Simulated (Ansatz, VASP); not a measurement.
## Two plane-wave programs on SnO

POSCAR

```
SnO
1.0
    0.0000000000      2.7082147278      2.7082147278
    2.7082147278      0.0000000000      2.7082147278
    2.7082147278      2.7082147278      0.0000000000
Sn O
1 1
Direct
    0.0000000000      0.0000000000      0.0000000000
    0.2500000000      0.2500000000      0.2500000000
```

The input INCAR.step1:

```
SYSTEM = SnO
PREC = Accurate
ENCUT = 660
ISMEAR = 1
SIGMA = 0.05
LREAL = .False.
LASPH = .True.
NELM = 120
NBANDS = 17
GGA = PE
ALGO = Normal
EDIFF = 1E-5
LWAVE = .True.
LCHARG = .False.
GGA_COMPAT = .False.
```

INCAR.step2

```
SYSTEM = SnO
PREC = Accurate
ENCUT = 660
EDIFF = 1E-6
ISMEAR = 1
SIGMA = 0.05
LREAL = .False.
LASPH = .True.
NELM = 120
ALGO = Normal
ISIF = 2
LWAVE = .False.
LCHARG = .False.
METAGGA = R2SCAN
LMIXTAU = .True.
NBANDS = 17
ISTART = 1
GGA_COMPAT = .False.
```

The input KPOINTS:

```
Automatic mesh
0
Gamma
  6 6 6
  0 0 0
```

Input for Ansatz:

```yaml
crystal:
  lattice:
    - [0.0, 2.7082147278, 2.7082147278]
    - [2.7082147278, 0.0, 2.7082147278]
    - [2.7082147278, 2.7082147278, 0.0]
  atoms:
    - { symbol: Sn, position: [0.0, 0.0, 0.0] }
    - { symbol: O, position: [0.25, 0.25, 0.25] }
kpoints:
  mp_grid: { grid: [6, 6, 6] }
hamiltonian:
  xc: r2scan
scf:
  occupations: { method: cold, width: 0.05 }
  n_extra_bands: 4
output:
  forces: true
  stress: true
  eigenvalues: true
```

Alike in both runs: task single point; functional r2SCAN; k mesh 6 × 6 × 6; no spin polarisation.

|  | VASP | Ansatz |
| --- | --- | --- |
| version | VASP 6.6.1 | Ansatz 0.2.0 |
| potentials or method | VASP PAW PBE potentials, release 64 (Sn_d, O) | plane waves |
| plane-wave cutoff (eV) | 660 | 500 |
| occupations | methfessel-paxton of order 1, width 0.05 eV | cold, width 0.05 eV |
| valence electrons in the cell | 20 | 20 |

Ansatz gave:

- pressure (GPa): -0.1

Task: What did VASP give for the same quantities?

Result: Pressure (GPa): 0.2.

VASP's potentials were made for PBE, not for r2SCAN.
